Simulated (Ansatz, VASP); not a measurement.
## Two plane-wave programs on Mo

POSCAR

```
Mo
1.0
    2.6944777412      0.0000000000      0.0000000000
   -1.3472388706      2.3334861739      0.0000000000
    0.0000000000      0.0000000000      2.6318361210
Mo
1
Direct
    0.0000000000      0.0000000000      0.5000000000
```

Contents of INCAR.step1:

```
  PREC = Accurate
  ENCUT = 520
  ISMEAR = 0
  SIGMA = 0.15
  LREAL = False
  LASPH = True
  NELM = 100
  NBANDS = 13
  GGA = PE
  ALGO = Normal
  EDIFF = 1E-4
  LWAVE = True
  LCHARG = False
```

File INCAR.step2:

```
  PREC = Accurate
  ENCUT = 520
  EDIFF = 1E-7
  ISMEAR = 0
  SIGMA = 0.15
  LREAL = False
  LASPH = True
  NELM = 100
  ALGO = Normal
  ISIF = 2
  LWAVE = False
  LCHARG = False
  METAGGA = R2SCAN
  LMIXTAU = True
  NBANDS = 13
  ISTART = 1
```

The input KPOINTS:

```
regular mesh
0
Gamma
  18 18 18
```

Input for Ansatz:

```yaml
crystal:
  lattice:
    - [2.6944777412, 0.0, 0.0]
    - [-1.3472388706, 2.3334861739, 0.0]
    - [0.0, 0.0, 2.631836121]
  atoms:
    - { symbol: Mo, position: [0.0, 0.0, 0.5] }
basis:
  ecutwfc: 500
kpoints:
  mp_grid: { grid: [18, 18, 18] }
hamiltonian:
  xc: r2scan
scf:
  occupations: { method: gaussian, width: 0.15 }
output:
  forces: true
  stress: true
  eigenvalues: true
```

Change from the starting cell: strain -0.015 along x and y, +0.030 along z, atoms carried along.

Alike in both runs: task single point; functional r2SCAN; k mesh 18 × 18 × 18; occupations gaussian, width 0.15 eV; no spin polarisation.

```csv
,VASP,Ansatz
version,VASP 6.6.1,Ansatz 0.2.0
potentials or method,"VASP PAW PBE potentials, release 64 (Mo_sv), cutoff 520 eV","scalar-relativistic, plane waves, PAW"
valence electrons in the cell,14,14
```

|  | VASP | Ansatz | Ansatz less VASP |
| --- | --- | --- | --- |
| gap on the k mesh at the Fermi level (eV) | none | none | - |
| pressure (GPa) | 2.6 | 1.6 | -1.03 |
| traceless stress, the component that is largest in VASP (GPa) | -14.42 | -14.34 | +0.076 |

VASP's potentials were made for PBE, not for r2SCAN. A gap of «none» marks a metal or a gap that the smearing closes.
